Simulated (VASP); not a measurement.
Al4GeRu: relaxation of cell and atoms with PBE

The system is Al4GeRu.

```
CELL_PARAMETERS angstrom
0.00000 3.63704 3.63704
3.63704 0.00000 3.63704
3.63704 3.63704 0.00000
ATOMIC_POSITIONS crystal
Al 0.37438 0.87685 0.37438
Al 0.37438 0.37438 0.87685
Al 0.87685 0.37438 0.37438
Al 0.37438 0.37438 0.37438
Ge 0.75000 0.75000 0.75000
Ru 0.00000 0.00000 0.00000
```

```yaml
Program: VASP 6.6.1
Task: relaxation of cell and atoms
Functional: PBE
Potentials_or_basis: VASP PAW PBE potentials, release 64 (Al, Ge_d, Ru_pv)
Cutoff: 600 eV
k_mesh: 10 × 10 × 10
Occupations: gaussian, width 0.1 eV
Spin: no spin polarisation
Dipole_correction: no
Further_INCAR_settings: ALGO = Fast; EDIFF = 1e-06; IBRION = 2; EDIFFG = -0.01; NSW = 100; ISIF = 3
```

| Item | Value |
| --- | --- |
| Relaxed volume | 15.98 Å³/atom |
| Relaxed cell | a = 5.138 Å, b = 5.138 Å, c = 5.138 Å, α = 60.00°, β = 60.00°, γ = 60.00° |
| Space group after relaxing (to 0.05 Å) | F-43m (No. 216) |
| Energy gained by relaxing | 0.0 meV/atom |
| Ionic steps | 2 |
| Pressure after relaxing | 0.0 GPa |
| Largest force after relaxing | 0.003 eV/Å |
| Band gap on the k mesh | zero (band 20 reaches 9.38 eV, above the bottom of band 21 at 8.29 eV) |

Forces in eV/Å, atoms in the order of the input:
```
Al   0.002 -0.002  0.002
Al   0.002  0.002 -0.002
Al  -0.002  0.002  0.002
Al  -0.002 -0.002 -0.002
Ge   0.000  0.000  0.000
Ru   0.000  0.000  0.000
```

Step by step:
| step | energy change (eV) | largest force (eV/Å) | pressure (GPa) | volume (Å³) |
| --- | --- | --- | --- | --- |
| 1 | 0.0000 | 0.0078 | -0.24 | 96.22 |
| 2 | -0.0003 | 0.0033 | 0.02 | 95.88 |

Final structure:
```xyz
6
Lattice="0.0000 3.6328 3.6328 3.6328 0.0000 3.6328 3.6328 3.6328 0.0000" Properties=species:S:1:pos:R:3 pbc="T T T"
Al    4.5452    2.7203    4.5452
Al    4.5452    4.5452    2.7203
Al    2.7203    4.5452    4.5452
Al    2.7203    2.7203    2.7203
Ge    5.4492    5.4492    5.4492
Ru    0.0000    0.0000    0.0000
```

Levels at points of the mesh, in eV from the Fermi level:
| k point | band 17 | band 18 | band 19 | band 20 | band 21 | band 22 | band 23 | band 24 |
| --- | --- | --- | --- | --- | --- | --- | --- | --- |
| (0.00, 0.00, 0.00) | -2.39 | -2.39 | -2.39 | 0.02 | 0.02 | 0.02 | 0.83 | 0.83 |
| (0.50, 0.00, 0.00) | -2.19 | -2.19 | -0.66 | 0.10 | 0.10 | 0.41 | 2.56 | 2.56 |
| (0.50, 0.50, 0.00) | -2.05 | -1.51 | -0.72 | 0.45 | 2.13 | 2.14 | 2.14 | 2.85 |

Run time: 9.2 min on 1 thread of AMD EPYC 7R13, with other jobs on the host, peak memory 0.33 GiB.
